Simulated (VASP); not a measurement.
Runs of VASP 6.6.1 on Zr. The structure is that of space group P6_3/mmc (No. 194), or close to it. The cells are those of the table. 

```tsv
level	cell	k mesh	smearing	gap on the mesh (eV)	pressure (GPa)
PBEsol	a = 3.137, b = 3.137, c = 5.035 Å, angles 90.0, 90.0, 120.0°, 2 atoms	9 × 9 × 4	gaussian 0.1 eV	none	5.4
PBEsol	a = 3.121, b = 3.121, c = 5.063 Å, angles 90.0, 90.0, 120.0°, 2 atoms	15 × 15 × 8	fermi-dirac 0.1 eV	none	5.4
PBEsol	a = 3.183, b = 3.183, c = 5.118 Å, angles 90.0, 90.0, 120.0°, 2 atoms	12 × 12 × 7	gaussian 0.1 eV	none	0.1
r2SCAN	a = 3.183, b = 3.183, c = 5.118 Å, angles 90.0, 90.0, 120.0°, 2 atoms	15 × 15 × 8	gaussian 0.1 eV	none	(a)
PBEsol	a = 3.183, b = 3.183, c = 5.118 Å, angles 90.0, 90.0, 120.0°, 2 atoms	15 × 15 × 8	gaussian 0.1 eV	none	0.1
PBEsol	a = 3.232, b = 3.232, c = 5.147 Å, angles 90.0, 90.0, 120.0°, 2 atoms	6 × 6 × 4	gaussian 0.1 eV	none	-3.5
```

Alike in all rows: task single point; potentials or basis VASP PAW PBE potentials, release 64 (Zr_sv); no spin polarisation; cutoff (eV) 520.

**Question.** Fill in the values left out.

**Answer.** (a) 4.6.

Caveats: some runs use coarse meshes; the PAW data sets were made with another functional, which shifts forces and pressure a little.

A k mesh can miss the band edges, and the runs leave out spin-orbit coupling on Zr.

A gap of «none» marks levels without a gap at the run's occupations.
